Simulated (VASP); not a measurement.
**VSi2: relaxation of cell and atoms with PBE**

Crystal: VSi2.

```
CELL_PARAMETERS angstrom
4.53480 0.00000 0.00000
-2.26740 3.92725 0.00000
0.00000 0.00000 6.31890
ATOMIC_POSITIONS crystal
V 0.00000 0.50000 0.16667
V 0.50000 0.50000 0.83333
V 0.50000 0.00000 0.50000
Si 0.83751 0.67501 0.50000
Si 0.16249 0.83751 0.83333
Si 0.67501 0.83751 0.16667
Si 0.16249 0.32499 0.50000
Si 0.83751 0.16249 0.83333
Si 0.32499 0.16249 0.16667
```

- Program: VASP 6.6.1
- Task: relaxation of cell and atoms
- Functional: PBE
- Potentials or basis: VASP PAW PBE potentials, release 64 (V_sv, Si)
- Cutoff: 600 eV
- k mesh: 9 × 9 × 6
- Occupations: gaussian, width 0.1 eV
- Spin: no spin polarisation
- Dipole correction: no
- Further INCAR settings: ALGO = Normal; EDIFF = 1e-07; IBRION = 2; EDIFFG = -0.002; NSW = 100; ISIF = 3

```yaml
Relaxed_volume: 12.77 Å³/atom
Relaxed_cell: a = 4.565 Å, b = 4.565 Å, c = 6.369 Å, α = 90.00°, β = 90.00°, γ = 120.00°
Space_group_after_relaxing_to_0.1_Å: P6_222 (No. 180)
Energy_gained_by_relaxing: 3.3 meV/atom
Ionic_steps: 13
Pressure_after_relaxing: 0.0 GPa
Band_gap_on_the_k_mesh: zero (an odd number of electrons rules out a gap without spin polarisation)
```

Step by step:
```tsv
step	energy change (eV)	largest force (eV/Å)	pressure (GPa)	volume (Å³)
1	0.0000	0.0507	3.94	112.54
2	0.0040	0.0095	-3.85	117.62
3	-0.0295	0.0197	0.00	114.95
4	-0.0295	0.0202	0.07	114.90
5	-0.0296	0.0069	0.06	114.91
6	-0.0296	0.0055	0.06	114.92
7	-0.0296	0.0027	0.06	114.92
8	-0.0296	0.0047	0.06	114.92
9	-0.0296	0.0005	-0.06	115.00
10	-0.0296	0.0024	-0.01	114.96
11	-0.0296	0.0022	-0.02	114.96
12	-0.0296	0.0022	-0.01	114.96
13	-0.0296	0.0008	0.00	114.95
```

Final structure:
```yaml
crystal:
  lattice:
    - [4.56526, 0.00000, 0.00000]
    - [-2.28263, 3.95363, 0.00000]
    - [0.00000, 0.00000, 6.36883]
  atoms:
    - { symbol: V, position: [0.00000, 0.50000, 0.16667] }
    - { symbol: V, position: [0.50000, 0.50000, 0.83333] }
    - { symbol: V, position: [0.50000, 0.00000, 0.50000] }
    - { symbol: Si, position: [0.83720, 0.67440, 0.50000] }
    - { symbol: Si, position: [0.16280, 0.83720, 0.83333] }
    - { symbol: Si, position: [0.67440, 0.83720, 0.16667] }
    - { symbol: Si, position: [0.16280, 0.32560, 0.50000] }
    - { symbol: Si, position: [0.83720, 0.16280, 0.83333] }
    - { symbol: Si, position: [0.32560, 0.16280, 0.16667] }
```

Levels at points of the mesh, in eV from the Fermi level:
| k point | band 29 | band 30 | band 31 | band 32 | band 33 | band 34 | band 35 | band 36 |
| --- | --- | --- | --- | --- | --- | --- | --- | --- |
| (0.00, 0.00, 0.00) | -2.12 | -1.80 | -1.80 | -1.71 | 0.36 | 2.07 | 2.41 | 2.41 |
| (0.00, 0.00, 0.50) | -1.85 | -1.85 | -1.57 | 0.54 | 0.54 | 2.05 | 2.43 | 2.49 |

It took 15 min on 1 thread of Intel(R) Xeon(R) 6975P-C (Granite Rapids), with other jobs on the host, peak memory 0.37 GiB.
